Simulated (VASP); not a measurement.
# HgTe (I-4m2) in VASP: notebook

HgTe is run at these levels: LDA; tasks: single point.

Program: VASP 6.6.1. These are calculated values, not measurements. Logs are shortened: lines on timing, memory, paths and dates and some standing lists are left out, and cuts for length are marked.

## Step 1: The cell of the first run

Symmetry: I-4m2, No. 119, tetragonal system. The conventional cell has a = 6.132 Å, b = 6.132 Å, c = 3.139 Å, α = 90.00°, β = 90.00°, γ = 90.00°. Hg (site symmetry -4m2) has 2 Hg at 3.14 Å and 8 Te at 3.16 to 3.87 Å within 4.1 Å. Within 4.1 Å of Te (site symmetry -4m2) lie 2 Te at 3.14 Å and 8 Hg at 3.16 to 3.87 Å.

## Step 2: Single point, LDA

The input, INCAR:

```
PREC = Accurate
ENCUT = 520
EDIFF = 1E-6
ISMEAR = -1
SIGMA = 0.05
LREAL = False
LASPH = True
NELM = 80
ALGO = Normal
ISIF = 2
LWAVE = False
LCHARG = False
NBANDS = 16
```

The input, KPOINTS:

```
Automatic mesh
0
Gamma
  10 10 10
```

The input, POSCAR:

```
HgTe
1.0
   -3.0657731441      3.0657731441      1.5697375195
    3.0657731441     -3.0657731441      1.5697375195
    3.0657731441      3.0657731441     -1.5697375195
Hg Te
1 1
Direct
    0.7500000000      0.2500000000      0.5000000000
    0.0000000000      0.0000000000      0.0000000000
```

Potentials or basis: VASP PAW LDA potentials, release 64 (Hg, Te).

On the command line:

```console
> cat potpaw_LDA.64/Hg/POTCAR potpaw_LDA.64/Te/POTCAR > POTCAR
> mpirun -np 1 vasp_std > vasp.out
```

OUTCAR:

```text
PREC = Accurate
   ENCUT = 520
   EDIFF = 1E-6
   ISMEAR = -1
   LREAL = False
   LASPH = True
   NELM = 80
   ISIF = 2

 ion  position               nearest neighbor table
   1  0.750  0.250  0.500-   2 3.16   2 3.16   2 3.16   2 3.16
   2  0.000  0.000  0.000-   1 3.16   1 3.16   1 3.16   1 3.16

  LATTYP: Found a body centered tetragonal cell.
 ALAT       =     6.1315462882
 C/A-ratio  =     0.5120201156

  Lattice vectors:

 A1 = (  -3.0657731441,   3.0657731441,   1.5697375195)
 A2 = (   3.0657731441,  -3.0657731441,   1.5697375195)
 A3 = (   3.0657731441,   3.0657731441,  -1.5697375195)

Analysis of symmetry for initial positions (statically):
=====================================================================
 Subroutine PRICEL returns:
 Original cell was already a primitive cell.

 Routine SETGRP: Setting up the symmetry group for a
 body centered tetragonal supercell.

 Subroutine GETGRP returns: Found  8 space group operations
 (whereof  8 operations were pure point group operations)
 out of a pool of 16 trial point group operations.

The static configuration has the point symmetry D_2d.

Analysis of symmetry for dynamics (positions and initial velocities):
=====================================================================
 Subroutine PRICEL returns:
 Original cell was already a primitive cell.

 Routine SETGRP: Setting up the symmetry group for a
 body centered tetragonal supercell.

 Subroutine GETGRP returns: Found  8 space group operations
 (whereof  8 operations were pure point group operations)
 out of a pool of 16 trial point group operations.

The dynamic configuration has the point symmetry D_2d.

 Subroutine INISYM returns: Found  8 space group operations
 (whereof  8 operations are pure point group operations),
 and found     1 'primitive' translations

----------------------------------------------------------------------------------------

                                     Primitive cell

  volume of cell :      59.0156

  direct lattice vectors                    reciprocal lattice vectors
    -3.065773144  3.065773144  1.569737520     0.000000000  0.163090997  0.318524590
     3.065773144 -3.065773144  1.569737520     0.163090997  0.000000000  0.318524590
     3.065773144  3.065773144 -1.569737520     0.163090997  0.163090997  0.000000000

  length of vectors
     4.611074259  4.611074259  4.611074259     0.357849952  0.357849952  0.230645500

  position of ions in fractional coordinates (direct lattice)
     0.750000000  0.250000000  0.500000000
     0.000000000  0.000000000  0.000000000

  ion indices of the primitive-cell ions
   primitive index   ion index
                 1           1
                 2           2

----------------------------------------------------------------------------------------

 KPOINTS: Automatic mesh

Automatic generation of k-mesh.
 Grid dimensions read from file:
 generate k-points for:   10   10   10

 Generating k-lattice:

  Cartesian coordinates                     Fractional coordinates (reciprocal lattice)
     0.000000000  0.016309100  0.031852459     0.100000000  0.000000000  0.000000000
     0.016309100  0.000000000  0.031852459     0.000000000  0.100000000  0.000000000
     0.016309100  0.016309100  0.000000000     0.000000000  0.000000000  0.100000000

  Length of vectors
     0.035784995  0.035784995  0.023064550

  Shift w.r.t. Gamma in fractional coordinates (k-lattice)
     0.000000000  0.000000000  0.000000000

 Subroutine IBZKPT returns following result:
 ===========================================

 Found    102 irreducible k-points:

 Following reciprocal coordinates:
            Coordinates               Weight
  0.000000  0.000000  0.000000      1.000000
  0.100000  0.000000 -0.000000      8.000000
  0.200000  0.000000 -0.000000      8.000000
  0.300000  0.000000 -0.000000      8.000000
  0.400000  0.000000 -0.000000      8.000000
  0.500000  0.000000 -0.000000      4.000000
[... 16 lines left out ...]
  0.300000  0.300000 -0.000000      8.000000
  0.400000  0.300000  0.000000     16.000000
 [... further k-points ...]
   k-points           NKPTS =    102   k-points in BZ     NKDIM =    102   number of bands    NBANDS=     16
   number of dos      NEDOS =    301   number of ions     NIONS =      2
   total plane-waves  NPLWV =  46656
   dimension x,y,z NGX =    36 NGY =   36 NGZ =   36
   dimension x,y,z NGXF=    72 NGYF=   72 NGZF=   72
   ions per type =               1   1
   NGX,Y,Z   is equivalent  to a cutoff of  12.98, 12.98, 12.98 a.u.
   NGXF,Y,Z  is equivalent  to a cutoff of  25.96, 25.96, 25.96 a.u.
 SYSTEM =  unknown system
   PREC   = accura    normal or accurate (medium, high low for compatibility)
   ISTART =      0    job   : 0-new  1-cont  2-samecut
   ICHARG =      2    charge: 1-file 2-atom 10-const
   ISPIN  =      1    spin polarized calculation?
   LNONCOLLINEAR =      F non collinear calculations
   LSORBIT =      F    spin-orbit coupling
   LASPH  =      T    aspherical Exc in radial PAW
   ENCUT  =  520.0 eV  38.22 Ry    6.18 a.u.   8.57  8.57  8.57*2*pi/ulx,y,z
   NELM   =     80;   NELMIN=  2; NELMDL= -5     # of ELM steps
   EDIFF  = 0.1E-05   stopping-criterion for ELM
   LREAL  =      F    real-space projection
   EDIFFG = 0.1E-04   stopping-criterion for IOM
   NSW    =      0    number of steps for IOM
   IBRION =     -1    ionic relax: 0-MD 1-quasi-New 2-CG
   NFREE  =      0    steps in history (QN), initial steepest desc. (CG)
   ISIF   =      2    stress and relaxation
   ISYM   =      2    0-nonsym 1-usesym 2-fastsym
   POTIM  = 0.5000    time-step for ionic-motion
   TEBEG  =    0.0;   TEEND  =   0.0 temperature during run
   PSTRESS=    0.0 pullay stress
   NELECT =      18.0000    total number of electrons
   NUPDOWN=      -1.0000    fix difference up-down
   EMIN   =  10.00;   EMAX   =-10.00  energy-range for DOS
   EFERMI =   0.00;   METHOD = LEGACY
   ISMEAR =    -1;   SIGMA  =   0.05  broadening in eV -4-tet -1-fermi 0-gaus
   EFERMI_NEDOS =   21; number of points for ismear=-14 and -15
   IALGO  =     38    algorithm
   IMIX   =      4    mixing-type and parameters
     AMIX     =   0.40;   BMIX     =  1.00
     AMIX_MAG =   1.60;   BMIX_MAG =  1.00
  volume/ion in A,a.u.               =      29.51       199.13
  Fermi-wavevector in a.u.,A,eV,Ry     =   1.101987  2.082454 16.522593  1.214376
  Thomas-Fermi vector in A             =   2.238423
   LORBIT       =      0    0 simple, 1 ext, 2 COOP (PROOUT), +10 PAW based schemes
   GGA     = CA    functional components
   LHFCALC =     F    Hartree Fock is set to
   AEXX    =    0.0000 exact exchange contribution
   IVDW    =     0    specifies the selected vdW correction
   LEPSILON=     F    determine dielectric tensor
   LRPA    =     F    only Hartree local field effects (RPA)
 non-spin polarized calculation
  energy-cutoff  :      520.00
  volume of cell :       59.02
 maximum number of plane-waves:      1614
 NGX is ok and might be reduce to    36
   NGX = 17   NGY = 17   NGZ = 17

 number of electron      18.0000003 magnetization

 Free energy of the ion-electron system (eV)
  ---------------------------------------------------
  ext. energy  EPLUGINS =         0.00000000
  ---------------------------------------------------
  free energy    TOTEN  =        -4.64737368 eV

  energy without entropy =       -4.63727847  energy(sigma->0) =       -4.64232607

 E-fermi :   3.9683     XC(G=0): -10.0024

 val. band max:        3.9521521498   @ k =   0.2000   0.1000   0.0000
 cond. band min:       4.0072234110   @ k =  -0.4000   0.5000   0.1000
 fundamental gap:      0.0550712612
 Fermi energy:         3.9683075550

 k-point     1 :       0.0000    0.0000    0.0000
  band No.  band energies     occupation
      1      -8.3038      2.00000
      2      -3.3267      2.00000
      3      -2.6309      2.00000
      4      -2.5612      2.00000
      5      -2.1464      2.00000
      6      -2.1464      2.00000
[... 8 lines left out ...]
     15      14.0055      0.00000
     16      14.9628      0.00000

 k-point     2 :       0.1000    0.0000   -0.0000
  band No.  band energies     occupation
      1      -8.1500      2.00000
      2      -3.1814      2.00000
      3      -2.6111      2.00000
      4      -2.5721      2.00000
      5      -2.2255      2.00000
      6      -2.2234      2.00000
[... 8 lines left out ...]
     15      14.2527      0.00000
     16      14.3732      0.00000

 k-point     3 :       0.2000    0.0000   -0.0000
  band No.  band energies     occupation
      1      -7.7056      2.00000
      2      -2.7986      2.00000
      3      -2.5984      2.00000
      4      -2.5707      2.00000
      5      -2.4063      2.00000
      6      -2.3964      2.00000
[... 8 lines left out ...]
     15      13.1815      0.00000
     16      13.3489      0.00000

 k-point     4 :       0.3000    0.0000   -0.0000
  band No.  band energies     occupation
      1      -7.0356      2.00000
      2      -2.6828      2.00000
      3      -2.6607      2.00000
      4      -2.5460      2.00000
      5      -2.4437      2.00000
      6      -2.3340      2.00000
[... 8 lines left out ...]
     15      12.1779      0.00000
     16      14.0235      0.00000
[... 324 lines left out ...]
 k-point    22 :      -0.2000    0.2000    0.0000
  band No.  band energies     occupation
      1      -8.1542      2.00000
      2      -3.3355      2.00000
      3      -2.6734      2.00000
      4      -2.6312      2.00000
      5      -2.1485      2.00000
      6      -2.1269      2.00000
[... 8 lines left out ...]
     15      15.2327      0.00000
     16      16.0651      0.00000

 k-point    23 :       0.3000    0.3000   -0.0000
  band No.  band energies     occupation
      1      -6.1771      2.00000
      2      -2.8842      2.00000
      3      -2.7523      2.00000
      4      -2.4196      2.00000
      5      -2.3802      2.00000
      6      -2.1918      2.00000
[... 8 lines left out ...]
     15      13.2223      0.00000
     16      14.1641      0.00000

 k-point    24 :       0.4000    0.3000    0.0000
  band No.  band energies     occupation
      1      -6.7681      2.00000
      2      -2.7330      2.00000
      3      -2.6716      2.00000
      4      -2.4772      2.00000
      5      -2.4086      2.00000
      6      -2.3942      2.00000
[... 8 lines left out ...]
     15      13.7874      0.00000
     16      14.9420      0.00000

 [... further k-points ...]
[... 5 lines left out ...]
  --------------------------------------------------------------------------------------
  -------------------------------------------------------------------------------------
  Total       -2.4105333     -2.4105333     -1.0515327      0.0000000      0.0000000      0.0000000
  in kB      -65.4420135    -65.4420135    -28.5473830      0.0000000      0.0000000      0.0000000
  external PRESSURE =     -53.1438034 kB  Pullay stress =       0.0000000 kB

 VOLUME and BASIS-vectors are now :
 -----------------------------------------------------------------------------
  energy-cutoff  :      520.00
  volume of cell :       59.02
      direct lattice vectors                 reciprocal lattice vectors
    -3.065773144  3.065773144  1.569737520     0.000000000  0.163090997  0.318524590
     3.065773144 -3.065773144  1.569737520     0.163090997  0.000000000  0.318524590
     3.065773144  3.065773144 -1.569737520     0.163090997  0.163090997  0.000000000

 POSITION                                       TOTAL-FORCE (eV/Angst)
 -----------------------------------------------------------------------------------
     -0.00000      3.06577      0.78487        -0.000000      0.000000     -0.000000
      0.00000      0.00000      0.00000         0.000000     -0.000000      0.000000
 -----------------------------------------------------------------------------------
    total drift:                               -0.000000      0.000000     -0.000000

  FREE ENERGIE OF THE ION-ELECTRON SYSTEM (eV)
  ---------------------------------------------------
  free  energy   TOTEN  =        -4.6473736784 eV

  energy  without entropy=       -4.6372784716  energy(sigma->0) =       -4.64232607
```

Wall time 78 s (1 thread of Intel Xeon 6975P-C, shared host); peak memory 0.24 GiB.

Results:

| Item | Value |
| --- | --- |
| Free energy | -4.6474 eV |
| Pressure | -5.3 GPa |
| Band gap on the k mesh | zero (band 9 reaches 5.42 eV, above the bottom of band 10 at 2.15 eV) |

Caveat: spin-orbit coupling is left out, which moves the levels of the heavy elements.

## Step 3: Single point, LDA

This run uses another cell than the first one, of 30.09 Å³/atom, 1.020 times its volume.

The input, INCAR:

```
  PREC = Accurate
  ENCUT = 520
  EDIFF = 1E-6
  ISMEAR = -1
  SIGMA = 0.05
  LREAL = False
  LASPH = True
  NELM = 80
  ALGO = Normal
  ISIF = 2
  LWAVE = False
  LCHARG = False
  NBANDS = 16
```

The input, KPOINTS:

```
regular mesh
0
Gamma
  10 10 10
```

The input, POSCAR:

```
HgTe
1.0
   -3.0856813198      3.0856813198      1.5799309059
    3.0856813198     -3.0856813198      1.5799309059
    3.0856813198      3.0856813198     -1.5799309059
Hg Te
1 1
Direct
    0.7500000000      0.2500000000      0.5000000000
    0.0000000000      0.0000000000      0.0000000000
```

Potentials or basis: VASP PAW LDA potentials, release 64 (Hg, Te).

On the command line:

```console
> cat potpaw_LDA.64/Hg/POTCAR potpaw_LDA.64/Te/POTCAR > POTCAR
> mpirun -np 1 vasp_std > vasp.out
```

Wall time 71 s (1 thread of Intel Xeon 6975P-C, shared host); peak memory 0.24 GiB.

The run converged. Its results:

```yaml
Free_energy: -4.6073 eV
Pressure: -5.9 GPa
Band_gap_on_the_k_mesh: zero (band 9 reaches 5.16 eV, above the bottom of band 10 at 1.99 eV)
```

Stress tensor (GPa, compression positive):
```
-6.98  0.00  0.00
 0.00 -6.98  0.00
 0.00  0.00 -3.62
```

Levels at points of the mesh, in eV from the Fermi level:
| k point | band 5 | band 6 | band 7 | band 8 | band 9 | band 10 | band 11 | band 12 | band 13 | band 14 |
| --- | --- | --- | --- | --- | --- | --- | --- | --- | --- | --- |
| (0.00, 0.00, 0.00) | -6.07 | -6.07 | -3.45 | -2.22 | -2.22 | 3.32 | 4.72 | 6.76 | 6.76 | 9.02 |
| (0.50, 0.00, 0.00) | -6.27 | -6.03 | -4.29 | -1.84 | -0.96 | -0.08 | 3.11 | 3.91 | 5.82 | 8.06 |
| (0.50, 0.50, 0.00) | -6.05 | -6.02 | -5.88 | -0.80 | 1.40 | 2.03 | 2.83 | 3.43 | 8.73 | 10.28 |
| (0.50, 0.50, 0.50) | -6.04 | -6.03 | -4.24 | -4.01 | -4.01 | 3.02 | 7.31 | 7.76 | 7.76 | 11.68 |

Caveat: spin-orbit coupling is left out, which moves the levels of the heavy elements.

## Step 4: Single point, LDA

This run uses another cell than the first one, of 30.66 Å³/atom, 1.039 times its volume.

The input, INCAR:

```
ALGO = Normal
EDIFF = 1E-7
ENCUT = 520
ISIF = 2
ISMEAR = -1
LASPH = T
LCHARG = T
LELF = T
LREAL = F
LVHAR = T
LWAVE = F
NBANDS = 16
NELM = 60
PREC = Accurate
SIGMA = 0.05
```

The input, KPOINTS:

```
k-points
0
Gamma
  10 10 10
```

The input, POSCAR:

```
HgTe
1.0
   -3.1053358708      3.1053358708      1.5899944314
    3.1053358708     -3.1053358708      1.5899944314
    3.1053358708      3.1053358708     -1.5899944314
Hg Te
1 1
Direct
    0.7500000000      0.2500000000      0.5000000000
    0.0000000000      0.0000000000      0.0000000000
```

On the command line:

```console
> cat potpaw_LDA.64/Hg/POTCAR potpaw_LDA.64/Te/POTCAR > POTCAR
> mpirun -np 1 vasp_std > vasp.out
```

It took 87 s on 1 thread of Intel Xeon 6975P-C, shared host; peak memory 0.24 GiB.

The run converged. Its results:

```yaml
Free_energy: -4.5635 eV
Pressure: -6.3 GPa
Band_gap_on_the_k_mesh: zero (band 9 reaches 4.91 eV, above the bottom of band 10 at 1.84 eV)
```

Stress tensor (GPa, compression positive):
```
-7.33  0.00  0.00
 0.00 -7.33  0.00
 0.00  0.00 -4.31
```

Levels at points of the mesh, in eV from the Fermi level:
```csv
k point,band 5,band 6,band 7,band 8,band 9,band 10,band 11,band 12,band 13,band 14
"(0.00, 0.00, 0.00)",-6.02,-6.02,-3.43,-2.15,-2.15,3.24,4.75,6.71,6.71,8.96
"(0.50, 0.00, 0.00)",-6.22,-5.97,-4.21,-1.82,-0.92,-0.05,3.08,3.94,5.79,8.02
"(0.50, 0.50, 0.00)",-6.00,-5.98,-5.80,-0.79,1.35,2.06,2.80,3.43,8.68,10.23
"(0.50, 0.50, 0.50)",-5.99,-5.99,-4.17,-3.89,-3.89,2.95,7.29,7.65,7.65,11.63
```

Caveat: spin-orbit coupling is left out, which moves the levels of the heavy elements.

## Step 5: Overview

```tsv
cell	gap on the mesh (eV)	pressure (GPa)
a = 4.611 Å, angles 96.7, 96.7, 140.2°, 2 atoms	none	-5.3
a = 4.641 Å, angles 96.7, 96.7, 140.2°, 2 atoms	none	-5.9
a = 4.671 Å, angles 96.7, 96.7, 140.2°, 2 atoms	none	-6.3
```

Alike in all rows: task single point; level LDA; potentials or basis VASP PAW LDA potentials, release 64 (Hg, Te); no spin polarisation; k mesh 10 × 10 × 10; cutoff (eV) 520; smearing fermi-dirac 0.05 eV.

Caveats: spin-orbit coupling is left out, which moves the levels of the heavy elements.

Absolute energies hang on the potentials; compare differences alone.
